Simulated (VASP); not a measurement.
# ZrN (Fm-3m) in VASP: elastic constants with PBEsol

Aim: the elastic constants of ZrN with PBEsol.

Everything below comes from runs of VASP 6.6.1. Logs are shortened: lines on timing, memory, paths and dates and some standing lists are left out, and cuts for length are marked.

## 1. The cell of the first run

Symmetry: Fm-3m, No. 225, cubic system. The conventional cell has a = 4.501 Å, b = 4.501 Å, c = 4.501 Å, α = 90.00°, β = 90.00°, γ = 90.00°. Within 3.0 Å of Zr (site symmetry m-3m) lie 6 N at 2.25 Å. Within 3.0 Å of N (site symmetry m-3m) lie 6 Zr at 2.25 Å.

## 2. Elastic constants, PBEsol

INCAR reads:

```
  ALGO = Normal
  EDIFF = 1E-8
  ENCUT = 600
  GGA = PS
  GGA_COMPAT = F
  IBRION = 6
  ISIF = 3
  ISMEAR = -1
  LASPH = T
  LCHARG = F
  LREAL = F
  LWAVE = F
  NELM = 120
  NFREE = 2
  NSW = 1
  POTIM = 0.015
  PREC = Accurate
  SIGMA = 0.1
```

KPOINTS reads:

```
k-points
0
Gamma
  18 18 18
```

POSCAR reads:

```
ZrN
1.0
    0.0000000000      2.2502540103      2.2502540103
    2.2502540103      0.0000000000      2.2502540103
    2.2502540103      2.2502540103      0.0000000000
Zr N
1 1
Direct
    0.5000000000      0.5000000000      0.5000000000
    0.0000000000      0.0000000000      0.0000000000
```

Potentials or basis: VASP PAW PBE potentials, release 64 (Zr_sv, N).

Launch:

```
> cat potpaw_PBE.64/Zr_sv/POTCAR potpaw_PBE.64/N/POTCAR > POTCAR
> mpirun -np 1 vasp_std > vasp.out
```

OUTCAR:

```text
EDIFF = 1E-8
   ENCUT = 600
   GGA = PS
   IBRION = 6
   ISIF = 3
   ISMEAR = -1
   LASPH = T
   LREAL = F
   NELM = 120
   NFREE = 2
   NSW = 1
   POTIM = 0.015
   PREC = Accurate

 ion  position               nearest neighbor table
   1  0.500  0.500  0.500-   2 2.25   2 2.25   2 2.25   2 2.25   2 2.25   2 2.25
   2  0.000  0.000  0.000-   1 2.25   1 2.25   1 2.25   1 2.25   1 2.25   1 2.25

  LATTYP: Found a face centered cubic cell.
 ALAT       =     4.5005080206

  Lattice vectors:

 A1 = (   0.0000000000,   2.2502540103,   2.2502540103)
 A2 = (   2.2502540103,   0.0000000000,   2.2502540103)
 A3 = (   2.2502540103,   2.2502540103,   0.0000000000)

Analysis of symmetry for initial positions (statically):
=====================================================================
 Subroutine PRICEL returns:
 Original cell was already a primitive cell.

 Routine SETGRP: Setting up the symmetry group for a
 face centered cubic supercell.

 Subroutine GETGRP returns: Found 48 space group operations
 (whereof 48 operations were pure point group operations)
 out of a pool of 48 trial point group operations.

The static configuration has the point symmetry O_h .

Analysis of symmetry for dynamics (positions and initial velocities):
=====================================================================
 Subroutine PRICEL returns:
 Original cell was already a primitive cell.

 Routine SETGRP: Setting up the symmetry group for a
 face centered cubic supercell.

 Subroutine GETGRP returns: Found 48 space group operations
 (whereof 48 operations were pure point group operations)
 out of a pool of 48 trial point group operations.

The dynamic configuration has the point symmetry O_h .

 Subroutine INISYM returns: Found 48 space group operations
 (whereof 48 operations are pure point group operations),
 and found     1 'primitive' translations

----------------------------------------------------------------------------------------

                                     Primitive cell

  volume of cell :      22.7890

  direct lattice vectors                    reciprocal lattice vectors
     0.000000000  2.250254010  2.250254010    -0.222197138  0.222197138  0.222197138
     2.250254010  0.000000000  2.250254010     0.222197138 -0.222197138  0.222197138
     2.250254010  2.250254010  0.000000000     0.222197138  0.222197138 -0.222197138

  length of vectors
     3.182339740  3.182339740  3.182339740     0.384856732  0.384856732  0.384856732

  position of ions in fractional coordinates (direct lattice)
     0.500000000  0.500000000  0.500000000
     0.000000000  0.000000000  0.000000000

  ion indices of the primitive-cell ions
   primitive index   ion index
                 1           1
                 2           2

----------------------------------------------------------------------------------------

 KPOINTS: k-points

Automatic generation of k-mesh.
 Grid dimensions read from file:
 generate k-points for:   18   18   18

 Generating k-lattice:

  Cartesian coordinates                     Fractional coordinates (reciprocal lattice)
[... 112 lines left out ...]

  FORCE on cell =-STRESS in cart. coord.  units (eV):
  Direction    XX          YY          ZZ          XY          YZ          ZX
  --------------------------------------------------------------------------------------
  -------------------------------------------------------------------------------------
  Total        1.4688602      1.4688602      1.4688602     -0.0000000      0.0000000     -0.0000000
  in kB      103.2681583    103.2681583    103.2681583     -0.0000000      0.0000000     -0.0000000
  external PRESSURE =     103.2681583 kB  Pullay stress =       0.0000000 kB
[... 89 lines left out ...]
  FREE ENERGIE OF THE ION-ELECTRON SYSTEM (eV)
  ---------------------------------------------------
  free  energy   TOTEN  =       -21.5033503583 eV

  energy  without entropy=      -21.4826888082  energy(sigma->0) =      -21.49301958

[... ionic steps 4 to 14 ...]

--------------------------------------- Ionic step       15  -------------------------------------------

 number of electron      17.0000001 magnetization

------------------------ aborting loop because EDIFF is reached ----------------------------------------
[... 67 lines left out ...]
--------------------------------------- Ionic step       17  -------------------------------------------

 number of electron      17.0000000 magnetization

 Free energy of the ion-electron system (eV)
  ---------------------------------------------------
  ext. energy  EPLUGINS =         0.00000000
  ---------------------------------------------------
  free energy    TOTEN  =       -21.53544401 eV

  energy without entropy =      -21.51427727  energy(sigma->0) =      -21.52486064

 E-fermi :  12.5439     XC(G=0): -12.9736

 val. band max:       12.5226829073   @ k =   0.3889   0.1667  -0.3889
 cond. band min:      12.5929839640   @ k =  -0.1111   0.1111   0.0000
 fundamental gap:      0.0703010567
 Fermi energy:        12.5439021034

 k-point     1 :       0.0000    0.0000    0.0000
  band No.  band energies     occupation
      1     -36.7500      2.00000
      2     -14.3359      2.00000
      3     -14.3354      2.00000
      4     -14.3354      2.00000
      5      -3.8872      2.00000
      6       9.8382      2.00000
      7       9.8382      2.00000
      8       9.8389      2.00000
      9      12.1056      1.97532
     10      12.1103      1.97416
     11      12.1103      1.97416
     12      14.2518      0.00000
[... 331 lines left out ...]
 k-point    24 :      -0.2222    0.0556    0.0000
  band No.  band energies     occupation
      1     -36.6603      2.00000
      2     -15.0642      2.00000
      3     -14.4376      2.00000
      4     -14.3701      2.00000
      5      -2.7208      2.00000
      6       6.7796      2.00000
      7       7.6467      2.00000
      8       8.0821      2.00000
      9      13.0212      0.01677
     10      13.3402      0.00070
     11      14.2109      0.00000
     12      16.7277      0.00000

 [... further k-points ...]

------------------------ aborting loop because EDIFF is reached ----------------------------------------

  FORCE on cell =-STRESS in cart. coord.  units (eV):
  Direction    XX          YY          ZZ          XY          YZ          ZX
  --------------------------------------------------------------------------------------
  -------------------------------------------------------------------------------------
  Total        1.4813450      1.4693996      1.4693996      0.0000000      0.0000000      0.0000000
  in kB      104.1458955    103.3060796    103.3060796      0.0000000      0.0000000      0.0000000
  external PRESSURE =     103.5860183 kB  Pullay stress =       0.0000000 kB
[... 17 lines left out ...]
  FREE ENERGIE OF THE ION-ELECTRON SYSTEM (eV)
  ---------------------------------------------------
  free  energy   TOTEN  =       -21.5354440132 eV

  energy  without entropy=      -21.5142772681  energy(sigma->0) =      -21.52486064

 INTERNAL STRAIN TENSORS FROM STRAINED CELLS
 ============================================

 INTERNAL STRAIN TENSOR FOR ION    1 for displacements in x,y,z  (eV/Angst):
          X           Y           Z          XY          YZ          ZX
  --------------------------------------------------------------------------------
  x     0.00000    -0.00000     0.00000     0.00000    -0.00000     0.00000
  y    -0.00000    -0.00000    -0.00000    -0.00000     0.00000     0.00000
  z    -0.00000     0.00000     0.00000    -0.00000     0.00000     0.00000

 INTERNAL STRAIN TENSORS FROM DISPLACED ATOMS
 ============================================

 INTERNAL STRAIN TENSOR FOR ION    1 for displacements in x,y,z  (eV/Angst):
          X           Y           Z          XY          YZ          ZX
  --------------------------------------------------------------------------------
  x     0.00000     0.00000     0.00000     0.00000     0.00000     0.00000
  y     0.00000     0.00000     0.00000     0.00000     0.00000     0.00000
  z     0.00000     0.00000     0.00000     0.00000     0.00000     0.00000

 INTERNAL STRAIN TENSOR FOR ION    2 for displacements in x,y,z  (eV/Angst):
          X           Y           Z          XY          YZ          ZX
  --------------------------------------------------------------------------------
  x     0.00000     0.00000     0.00000     0.00000     0.00000     0.00000
  y     0.00000     0.00000     0.00000     0.00000     0.00000     0.00000
  z     0.00000     0.00000     0.00000     0.00000     0.00000     0.00000

 Eigenvectors and eigenvalues of the dynamical matrix
 ----------------------------------------------------

   1 f  =   16.060289 THz   100.909772 2PiTHz  535.713579 cm-1    66.419989 meV
             X         Y         Z           dx          dy          dz
      2.250254  2.250254  2.250254     0.000000    0.000000   -0.364803
      0.000000  0.000000  0.000000     0.000000   -0.000000    0.931085
[... 21 lines left out ...]
   6 f/i=    0.000548 THz     0.003442 2PiTHz    0.018270 cm-1     0.002265 meV
             X         Y         Z           dx          dy          dz
      2.250254  2.250254  2.250254    -0.077846   -0.914063   -0.159210
      0.000000  0.000000  0.000000    -0.030500   -0.358133   -0.062379

--------------------------------------------------------------------------------------------------------

 ELASTIC MODULI CONTR FROM IONIC RELAXATION (kBar)
 Direction    XX          YY          ZZ          XY          YZ          ZX
 --------------------------------------------------------------------------------
 XX           0.0000      0.0000      0.0000      0.0000      0.0000      0.0000
 YY           0.0000      0.0000      0.0000      0.0000      0.0000      0.0000
 ZZ           0.0000      0.0000      0.0000      0.0000      0.0000      0.0000
 XY           0.0000      0.0000      0.0000      0.0000      0.0000      0.0000
 YZ           0.0000      0.0000      0.0000      0.0000      0.0000      0.0000
 ZX           0.0000      0.0000      0.0000      0.0000      0.0000      0.0000
 --------------------------------------------------------------------------------

 TOTAL ELASTIC MODULI (kBar)
 Direction    XX          YY          ZZ          XY          YZ          ZX
 --------------------------------------------------------------------------------
 XX        6711.9490   1180.2880   1180.2880      0.0000      0.0000      0.0000
 YY        1180.2880   6711.9490   1180.2880      0.0000      0.0000     -0.0000
 ZZ        1180.2880   1180.2880   6711.9490      0.0000      0.0000      0.0000
 XY           0.0000      0.0000      0.0000   1274.4836     -0.0000      0.0000
 YZ           0.0000      0.0000      0.0000     -0.0000   1274.4836      0.0000
 ZX           0.0000     -0.0000      0.0000      0.0000      0.0000   1274.4836
 --------------------------------------------------------------------------------
```

Wall time 29 min (1 thread of Intel Xeon Platinum 8559C (Emerald Rapids), shared host); peak memory 0.98 GiB.

What came out:

| Property | Result |
| --- | --- |
| Elastic constants C11, C12, C44 | 671, 118, 127 GPa |
| Voigt bulk modulus | 302 GPa |
| Highest phonon frequency at Γ | 536 cm⁻¹ |

Phonon frequencies in cm⁻¹ (negative: imaginary):
```csv
q point,frequencies
"(0.000, 0.000, 0.000)",0 0 0 536 536 536
```

Elastic tensor in Voigt notation (GPa, in the Cartesian axes of the cell as first typed):
```
671 118 118   0   0   0
118 671 118   0   0   0
118 118 671   0   0   0
  0   0   0 127   0   0
  0   0   0   0 127   0
  0   0   0   0   0 127
```

Clamped-ion elastic tensor (GPa):
```
671 118 118   0   0   0
118 671 118   0   0   0
118 118 671   0   0   0
  0   0   0 127   0   0
  0   0   0   0 127   0
  0   0   0   0   0 127
```

Caveat: the cell is under stress, which shifts elastic constants; the PAW data sets were made with another functional, which shifts forces and pressure a little.
